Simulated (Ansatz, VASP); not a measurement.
MgO: VASP beside Ansatz

```
Mg O
1.0
     2.63760    0.01425    0.01425
     0.01425    2.63760    0.01425
     0.01425    0.01425    2.63760
Mg O
1 1
Cartesian
  0.0000 0.0000 0.0000
  1.3331 1.3331 1.3331
```

Change from the starting cell: shear_111 strain +1.6%.

Alike in both runs: task single point; functional r2SCAN; k mesh 10 × 10 × 10; no spin polarisation.

|  | VASP | Ansatz |
| --- | --- | --- |
| version | VASP 6.6.1 | Ansatz 0.2.0 |
| potentials or method | VASP PAW PBE potentials, release 64 (Mg_sv, O) | plane waves, PAW |
| plane-wave cutoff (eV) | 660 | 500 |
| occupations | gaussian, width 0.01 eV | fixed |
| valence electrons in the cell | 16 | 16 |

|  | VASP | Ansatz | Ansatz less VASP |
| --- | --- | --- | --- |
| gap on the k mesh at the Fermi level (eV) | 3.38 | 3.34 | -0.043 |
| pressure (GPa) | -2.8 | -2.4 | +0.31 |
| traceless stress, the component that is largest in VASP (GPa) | 0.65 | 0.71 | +0.065 |

VASP's potentials were made for PBE, not for r2SCAN.
